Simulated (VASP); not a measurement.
The system is Ni3Ge.

```
CELL_PARAMETERS angstrom
3.62300 0.00000 0.00000
0.00000 3.62300 0.00000
0.00000 0.00000 3.62300
ATOMIC_POSITIONS crystal
Ni 0.50000 0.00000 0.50000
Ni 0.00000 0.50000 0.50000
Ni 0.50000 0.50000 0.00000
Ge 0.00000 0.00000 0.00000
```

Base run:

- Program: VASP 6.6.1
- Functional: LDA
- Potentials or basis: VASP PAW LDA potentials, release 64 (Ni, Ge_d)
- Cutoff: 520 eV
- k mesh: 12 × 12 × 12
- Occupations: gaussian, width 0.15 eV
- Spin: collinear spin, ferromagnetic start
- Starting moments: [0.75, 0.75, 0.75, 0.0] μB
- Fixed moment: 2.25 μB

Its results: pressure -15.9 GPa; site moments Ni +0.70; Ge +0.08 μB.

Problem. The run is repeated on the same cell with these changes: fixed moment from 2.25 μB to 1.125 μB; moments at the start from [0.75, 0.75, 0.75, 0.0] to [0.38, 0.38, 0.38, 0.0]. What comes out?

Solution. Pressure -18.7 GPa; site moments Ni +0.37; Ge +0.01 μB.

Caveats: the cell stands under tension; the total moment is fixed, so each spin has its own Fermi level and the state may be an excited one.
